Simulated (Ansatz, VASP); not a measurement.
AgRh in VASP and in Ansatz

INCAR

```
SYSTEM = AgRh
ALGO = Normal
EDIFF = 1E-7
ENCUT = 520
GGA = PE
ISIF = 2
ISMEAR = -1
ISPIN = 2
LASPH = .TRUE.
LCHARG = .FALSE.
LMAXMIX = 4
LORBIT = 11
LREAL = .FALSE.
LWAVE = .FALSE.
MAGMOM = 0 1
NBANDS = 24
NELM = 150
PREC = Accurate
SIGMA = 0.05
```

The input KPOINTS:

```
k-points
0
G
  14 14 7
  0 0 0
```

The input POSCAR:

```
AgRh
1.0
    2.7775881998      0.0000000000      0.0000000000
   -1.3887940999      2.4054619423      0.0000000000
    0.0000000000      0.0000000000      4.8086020000
Ag Rh
1 1
Direct
    0.0000000000      0.0000000000      0.5000000000
    0.6666666667      0.3333333333      0.0000000000
```

Input for Ansatz:

```yaml
crystal:
  lattice:
    - [2.7775881998, 0.0, 0.0]
    - [-1.3887940999, 2.4054619423, 0.0]
    - [0.0, 0.0, 4.808602]
  atoms:
    - { symbol: Ag, position: [0.0, 0.0, 0.5] }
    - { symbol: Rh, position: [0.6666666667, 0.3333333333, 0.0], spin: 1.0 }
magnetization:
  spin_polarized: true
kpoints:
  mp_grid: { grid: [14, 14, 7] }
scf:
  occupations: { method: fermi_dirac, width: 0.05 }
hamiltonian:
  xc: pbe
  pseudopotentials: { kind: paw }
output:
  forces: true
  stress: true
  eigenvalues: true
  populations: true
```

Alike in both runs: task single point; functional PBE; k mesh 14 × 14 × 7; occupations fermi-dirac, width 0.05 eV; collinear spin.

|  | VASP | Ansatz |
| --- | --- | --- |
| version | VASP 6.6.1 | Ansatz 0.2.0 |
| potentials or method | VASP PAW PBE potentials, release 64 (Ag, Rh_pv) | PAW with Ansatz's default frozen-core files, scalar-relativistic |
| plane-wave cutoff (eV) | 520 | 420 |
| valence electrons in the cell | 26 | 36 |

```tsv
	VASP	Ansatz	Ansatz less VASP
pressure (GPa)	-2.1	-2.0	+0.10
traceless stress, the component that is largest in VASP (GPa)	-0.41	-0.44	-0.030
net moment per atom (μB)	0.23	0.23	0.000
size of the moment on the site where the two differ most (μB)	0.45	0.44	-0.008
```

Site moments also hang on the region over which each program counts them. With one functional, cell and mesh, what is left measures potentials, basis and numerics. VASP's potentials hold 26 valence electrons a cell and Ansatz's 36, so a difference there can come from the potentials and not from the codes.
